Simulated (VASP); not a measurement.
Runs of VASP 6.6.1 on PbS. The structure is that of space group I4/mmm (No. 139), or close to it. The cells are those of the table. 

```tsv
cell	gap on the mesh (eV)	pressure (GPa)
a = 4.144, b = 4.144, c = 4.298 Å, angles 58.8, 58.8, 62.5°, 2 atoms	0.43	2.5
a = 4.299, b = 4.299, c = 4.403 Å, angles 59.2, 59.2, 61.6°, 2 atoms	(a)	(c)
a = 4.194, b = 4.194, c = 4.298 Å, angles 59.2, 59.2, 61.6°, 2 atoms	(b)	0.3
a = 4.248, b = 4.248, c = 4.403 Å, angles 58.8, 58.8, 62.4°, 2 atoms	0.72	-1.8
a = 4.248, b = 4.248, c = 4.088 Å, angles 61.2, 61.2, 57.5°, 2 atoms	0.46	2.3
a = 4.198, b = 4.198, c = 4.403 Å, angles 58.4, 58.4, 63.2°, 2 atoms	0.50	0.3
```

Alike in all rows: task single point; level r2SCAN; potentials or basis VASP PAW PBE potentials, release 64 (Pb_d, S); no spin polarisation; k mesh 8 × 8 × 8; cutoff (eV) 550; smearing gaussian 0.05 eV.

Problem. Fill in the values left out.

Solution. (a) 0.88; (b) 0.63; (c) -3.4.

Caveats: the PAW data sets were made with another functional, which shifts forces and pressure a little; spin-orbit coupling is left out, which moves the levels of the heavy elements; the stress differs along the axes, from -1 to 10 GPa (at least some runs); the cell stands under tension (at least some runs); the stress differs along the axes, from -2 to 5 GPa (at least some runs); the stress differs along the axes, from -5 to 4 GPa (at least some runs); the stress differs along the axes, from -4 to 5 GPa (at least some runs).

A k mesh can miss the band edges, and the runs leave out spin-orbit coupling on Pb.
